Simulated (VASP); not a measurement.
# RbBr (Fm-3m) in VASP: notebook, part 2 of 2

VASP 6.6.1.

## Step 3: Relaxation of cell and atoms, PBEsol

INCAR reads:

```
  PREC = Accurate
  ENCUT = 600
  EDIFF = 1E-7
  ISMEAR = 0
  SIGMA = 0.01
  LREAL = False
  LASPH = True
  NELM = 100
  ALGO = Normal
  ISIF = 3
  LWAVE = False
  LCHARG = False
  GGA = PS
  IBRION = 2
  NSW = 100
  EDIFFG = -0.002
```

KPOINTS reads:

```
regular mesh
0
Gamma
  6 6 6
```

POSCAR reads:

```
RbBr
1.0
    0.0000000000      3.4270000000      3.4270000000
    3.4270000000      0.0000000000      3.4270000000
    3.4270000000      3.4270000000      0.0000000000
Rb Br
1 1
Direct
    0.0000000000      0.0000000000      0.0000000000
    0.5000000000      0.5000000000      0.5000000000
```

Potentials or basis: VASP PAW PBE potentials, release 64 (Rb_sv, Br).

On the command line:

```console
$ cat potpaw_PBE.64/Rb_sv/POTCAR potpaw_PBE.64/Br/POTCAR > POTCAR
$ mpirun -np 1 vasp_std > vasp.out
```

OUTCAR:

```text
PREC = Accurate
   ENCUT = 600
   EDIFF = 1E-7
   ISMEAR = 0
   LREAL = False
   LASPH = True
   NELM = 100
   ISIF = 3
   GGA = PS
   IBRION = 2
   NSW = 100
   EDIFFG = -0.002

 ion  position               nearest neighbor table
   1  0.000  0.000  0.000-   2 3.43   2 3.43   2 3.43   2 3.43   2 3.43   2 3.43
   2  0.500  0.500  0.500-   1 3.43   1 3.43   1 3.43   1 3.43   1 3.43   1 3.43

  LATTYP: Found a face centered cubic cell.
 ALAT       =     6.8540000000

  Lattice vectors:

 A1 = (   0.0000000000,   3.4270000000,   3.4270000000)
 A2 = (   3.4270000000,   0.0000000000,   3.4270000000)
 A3 = (   3.4270000000,   3.4270000000,   0.0000000000)

Analysis of symmetry for initial positions (statically):
=====================================================================
 Subroutine PRICEL returns:
 Original cell was already a primitive cell.

 Routine SETGRP: Setting up the symmetry group for a
 face centered cubic supercell.

 Subroutine GETGRP returns: Found 48 space group operations
 (whereof 48 operations were pure point group operations)
 out of a pool of 48 trial point group operations.

The static configuration has the point symmetry O_h .

[... 143 lines left out ...]

 number of electron      16.0000001 magnetization

 Free energy of the ion-electron system (eV)
  ---------------------------------------------------
  ext. energy  EPLUGINS =         0.00000000
  ---------------------------------------------------
  free energy    TOTEN  =        -6.35542359 eV

  energy without entropy =       -6.35542359  energy(sigma->0) =       -6.35542359

------------------------ aborting loop because EDIFF is reached ----------------------------------------

  FORCE on cell =-STRESS in cart. coord.  units (eV):
  Direction    XX          YY          ZZ          XY          YZ          ZX
  --------------------------------------------------------------------------------------
  -------------------------------------------------------------------------------------
  Total       -0.0115133     -0.0115133     -0.0115133      0.0000000     -0.0000000     -0.0000000
  in kB       -0.2291602     -0.2291602     -0.2291602      0.0000000     -0.0000000     -0.0000000
  external PRESSURE =      -0.2291602 kB  Pullay stress =       0.0000000 kB
[... 59 lines left out ...]
--------------------------------------- Ionic step        3  -------------------------------------------

 number of electron      16.0000001 magnetization

 Free energy of the ion-electron system (eV)
  ---------------------------------------------------
  ext. energy  EPLUGINS =         0.00000000
  ---------------------------------------------------
  free energy    TOTEN  =        -6.35543175 eV

  energy without entropy =       -6.35543175  energy(sigma->0) =       -6.35543175

 E-fermi :  -1.7362     XC(G=0):  -7.4114

 val. band max:       -1.8398470681   @ k =   0.0000   0.0000   0.0000
 cond. band min:       2.3751893776   @ k =   0.0000   0.0000   0.0000
 fundamental gap:      4.2150364457
 Fermi energy:        -1.7362061330

 k-point     1 :       0.0000    0.0000    0.0000
  band No.  band energies     occupation
      1     -26.1918      2.00000
      2     -14.0349      2.00000
      3     -10.2795      2.00000
      4     -10.2795      2.00000
      5     -10.2795      2.00000
      6      -1.8398      2.00000
      7      -1.8398      2.00000
      8      -1.8398      2.00000
      9       2.3752      0.00000
     10       5.3606      0.00000
     11       5.3606      0.00000
     12       5.3606      0.00000
[... 252 lines left out ...]
  FREE ENERGIE OF THE ION-ELECTRON SYSTEM (eV)
  ---------------------------------------------------
  free  energy   TOTEN  =        -6.3554317469 eV

  energy  without entropy=       -6.3554317469  energy(sigma->0) =       -6.35543175

 reached required accuracy - stopping structural energy minimisation
```

OSZICAR:

```text
N       E                     dE             d eps       ncg     rms          rms(c)
DAV:   1     0.978259107776E+02    0.97826E+02   -0.73014E+03   384   0.127E+03
DAV:   2    -0.142700986485E+00   -0.97969E+02   -0.91419E+02   540   0.201E+02
DAV:   3    -0.640482846190E+01   -0.62621E+01   -0.62307E+01   472   0.559E+01
[... 23 lines left out ...]
DAV:   3    -0.635543086636E+01    0.74162E-05   -0.24446E-05   560   0.310E-02    0.419E-03
DAV:   4    -0.635543127553E+01   -0.40917E-06   -0.76487E-07   508   0.505E-03    0.217E-03
DAV:   5    -0.635543159893E+01   -0.32340E-06   -0.14114E-07   416   0.260E-03    0.942E-04
DAV:   6    -0.635543172685E+01   -0.12792E-06   -0.26812E-08   252   0.144E-03    0.200E-04
DAV:   7    -0.635543174688E+01   -0.20028E-07   -0.73278E-09   236   0.512E-04
   3 F= -.63554317E+01 E0= -.63554317E+01  d E =-.815930E-05
```

Run time: 36 s. Hardware: 1 thread of Intel Xeon 6975P-C (Granite Rapids), shared host; peak memory 0.25 GiB.

Results:

| Item | Value |
| --- | --- |
| Free energy | -6.3554 eV |
| Relaxed volume | 40.19 Å³/atom |
| Relaxed cell | a = 4.844 Å, b = 4.844 Å, c = 4.844 Å, α = 60.00°, β = 60.00°, γ = 60.00° |
| Space group after relaxing (to 0.05 Å) | Fm-3m (No. 225) |
| Energy gained by relaxing | 0.0 meV/atom |
| Ionic steps | 3 |
| Pressure after relaxing | 0.0 GPa |
| Band gap on the k mesh | 4.21 eV, direct |

Final structure:
```xyz
2
Lattice="0.0000 3.4253 3.4253 3.4253 0.0000 3.4253 3.4253 3.4253 0.0000" Properties=species:S:1:pos:R:3 pbc="T T T"
Rb    0.0000    0.0000    0.0000
Br    3.4253    3.4253    3.4253
```

Caveat: the PAW data sets were made with another functional, which shifts forces and pressure a little. As with any semilocal functional, this PBEsol gap is likely too small.

## Step 4: Single point, PBEsol, non-collinear spin, zero start, spin-orbit coupling

This run uses another cell than the first one, of 39.58 Å³/atom, 0.985 times its volume.

INCAR reads:

```
SYSTEM = RbBr
ALGO = Normal
EDIFF = 1E-7
ENCUT = 520
GGA = PS
GGA_COMPAT = .FALSE.
ISIF = 2
ISMEAR = 0
LASPH = .TRUE.
LCHARG = .FALSE.
LNONCOLLINEAR = .TRUE.
LORBIT = 11
LORBMOM = .TRUE.
LREAL = .FALSE.
LSORBIT = .TRUE.
LWAVE = .FALSE.
MAGMOM = 0 0 0 0 0 0
NBANDS = 28
NELM = 150
PREC = Accurate
SIGMA = 0.01
```

KPOINTS reads:

```
k-points
0
G
  6 6 6
  0 0 0
```

POSCAR reads:

```
RbBr
1.0
    0.0000000000      3.4077988528      3.4077988528
    3.4077988528      0.0000000000      3.4077988528
    3.4077988528      3.4077988528      0.0000000000
Rb Br
1 1
Direct
    0.0000000000      0.0000000000      0.0000000000
    0.5000000000      0.5000000000      0.5000000000
```

On the command line:

```console
$ cat potpaw_PBE.64/Rb_sv/POTCAR potpaw_PBE.64/Br/POTCAR > POTCAR
$ mpirun -np 1 vasp_ncl > vasp.out
```

Wall time 60 s (1 thread of Intel Xeon 6975P-C (Granite Rapids), shared host); peak memory 0.38 GiB.

The run converged. Its results:

| Item | Value |
| --- | --- |
| Free energy | -6.4071 eV |
| Pressure | 0.2 GPa |
| Net moment | 0.00 μB per cell |
| Valence electrons inside the program's atomic spheres | Rb 7.31; Br 4.87 |

Moments on the atoms (μB; x, y, z):
```
Rb  0.00 0.00 0.00
Br  0.00 0.00 0.00
```

Caveat: the PAW data sets were made with another functional, which shifts forces and pressure a little.

## Step 5: Overview

```tsv
task	spin	cell	k mesh	cutoff (eV)	smearing	gap on the mesh (eV)	pressure (GPa)
single point	off	a = 4.844 Å, angles 60.0°, 2 atoms	8 × 8 × 8	520	fermi-dirac 0.08 eV	4.22	0.0
relaxation of cell and atoms	off	relaxed from a = 4.847 Å, angles 60.0°, 2 atoms	6 × 6 × 6	600	gaussian 0.01 eV	4.21	0.0
single point	non-collinear, zero start, SOC	a = 4.819 Å, angles 60.0°, 2 atoms	6 × 6 × 6	520	gaussian 0.01 eV	-	0.2
```

Alike in all rows: level PBEsol; potentials or basis VASP PAW PBE potentials, release 64 (Rb_sv, Br).

Caveats: the PAW data sets were made with another functional, which shifts forces and pressure a little.

Absolute energies hang on the potentials; compare differences alone.
